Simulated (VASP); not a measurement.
Write the native input for VASP 6.6.1 that does the following.

```yaml
Task: single point
Functional: PBEsol
Potentials_or_basis: VASP PAW PBE potentials, release 64 (Re)
Cutoff: 520 eV
k_mesh: 20 × 20 × 20
Occupations: gaussian, width 0.15 eV
Spin: no spin polarisation
Dipole_correction: no
Further_INCAR_settings: ALGO = Normal; EDIFF = 1e-06; NBANDS = 10
```

The structure of Re lies in POSCAR:

```
Re
1.0
    0.0000000000      1.9157500000      1.9750000000
    1.9157500000      0.0000000000      1.9750000000
    1.9157500000      1.9157500000      0.0000000000
Re
1
Direct
    0.0000000000      0.0000000000      0.0000000000
```

This cell differs from its parent crystal: strain -0.030 along x and y, +0.000 along z.

These files were run (other wordings do the same):

INCAR

```
PREC = Accurate
ENCUT = 520
EDIFF = 1E-6
ISMEAR = 0
SIGMA = 0.15
LREAL = F
LASPH = T
NELM = 100
ALGO = Normal
ISIF = 2
LWAVE = F
LCHARG = T
GGA = PS
LELF = T
LVHAR = T
NBANDS = 10
```

KPOINTS

```
Automatic mesh
0
Gamma
  20 20 20
```

Potentials or basis: VASP PAW PBE potentials, release 64 (Re).

Run with:

```console
$ cat potpaw_PBE.64/Re/POTCAR > POTCAR
$ mpirun -np 1 vasp_std > vasp.out
```

It gave:

```json
{"Pressure": "3.1 GPa", "Band gap on the k mesh": "zero (an odd number of electrons rules out a gap without spin polarisation)"}
```

Caveat: the cell differs from its parent crystal (strain -0.030 along x and y, +0.000 along z); the cell stands under pressure; the PAW data sets were made with another functional, which shifts forces and pressure a little; spin-orbit coupling is left out, which moves the levels of the heavy elements.

Run time: 29 s on 1 thread of Intel(R) Xeon(R) 6975P-C (Granite Rapids) (shared host), peak memory 0.21 GiB.
